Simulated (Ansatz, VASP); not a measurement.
One calculation of In2CuO4, two programs

```
In Cu O
1.0
    -1.97850    1.97850    6.04000
     1.97850   -1.97850    6.04000
     1.97850    1.97850   -6.04000
In Cu O
2 1 4
Direct
  0.35290 0.35290 0.00000
  0.64710 0.64710 0.00000
  0.00000 0.00000 0.00000
  0.50000 0.00000 0.50000
  0.00000 0.50000 0.50000
  0.75000 0.25000 0.50000
  0.25000 0.75000 0.50000
```

Alike in both runs: task single point; functional PBEsol; k mesh 7 × 7 × 7; occupations gaussian, width 0.05 eV; collinear spin; Hubbard terms Cu d U = 3.0 eV, J = 0.5 eV.

```csv
,VASP,Ansatz
version,VASP 6.6.1,Ansatz 0.2.0
potentials or method,"VASP PAW PBE potentials, release 64 (In_d, Cu, O), cutoff 520 eV","scalar-relativistic, plane waves, PAW"
valence electrons in the cell,61,69
```

Ansatz gave:

* gap on the k mesh at the Fermi level (eV): none
* pressure (GPa): -19.2
* traceless stress, the component that is largest in VASP (GPa): -0.02
* rms of the force components (eV/Å): 0.506
* net moment per atom (μB): 0.05
* size of the moment on the site where the two differ most (μB): 0.22

**Question.** Which values does VASP return?

**Answer.** gap on the k mesh at the Fermi level (eV): none; pressure (GPa): -19.5; traceless stress, the component that is largest in VASP (GPa): 0.32; rms of the force components (eV/Å): 0.501; net moment per atom (μB): 0.05; size of the moment on the site where the two differ most (μB): 0.24.

VASP's potentials were made for PBE, not for PBEsol. Site moments also hang on the region over which each program counts them. The programs project onto different local orbitals, so the same U acts differently, and such runs can settle in different states. Atom by atom the forces differ by 0.005 eV/Å (rms over components). A gap of «none» marks a metal or a gap that the smearing closes. VASP's potentials hold 61 valence electrons a cell and Ansatz's 69, so a difference there can come from the potentials and not from the codes. Ansatz's warnings: filled band counts differ across k points.
